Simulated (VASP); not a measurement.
Input of a VASP 6.6.1 run:

POSCAR

```
Pt
1.0
    0.0000000000      1.9698160229      1.9698160229
    1.9698160229      0.0000000000      1.9698160229
    1.9698160229      1.9698160229      0.0000000000
Pt
1
Direct
    0.0000000000      0.0000000000      0.0000000000
```

File INCAR.step1:

```
PREC = Accurate
ENCUT = 520
ISMEAR = 1
SIGMA = 0.1
LREAL = F
LASPH = T
NELM = 60
NBANDS = 11
GGA = PE
ALGO = Normal
EDIFF = 1E-4
LWAVE = T
LCHARG = F
```

Contents of INCAR.step2:

```
PREC = Accurate
ENCUT = 520
EDIFF = 1E-7
ISMEAR = 1
SIGMA = 0.1
LREAL = F
LASPH = T
NELM = 60
ALGO = Normal
ISIF = 2
LWAVE = F
LCHARG = F
METAGGA = R2SCAN
LMIXTAU = T
NBANDS = 11
ISTART = 1
```

The input KPOINTS:

```
regular mesh
0
Gamma
  20 20 20
```

Potentials or basis: VASP PAW PBE potentials, release 64 (Pt).

The run is started by

```bash
$ cat potpaw_PBE.64/Pt/POTCAR > POTCAR
$ cp INCAR.step1 INCAR
$ mpirun -np 1 vasp_std > vasp.out
$ cp INCAR.step2 INCAR
$ mpirun -np 1 vasp_std > vasp.out
```

Question: Estimate the pressure.

Answer: 0.7 GPa.

Question: Predict the band gap on the k mesh.

Answer: Zero (band 5 reaches 11.27 eV, above the bottom of band 6 at 8.94 eV).

Caveat: the PAW data sets were made with another functional, which shifts forces and pressure a little; spin-orbit coupling is left out, which moves the levels of the heavy elements.
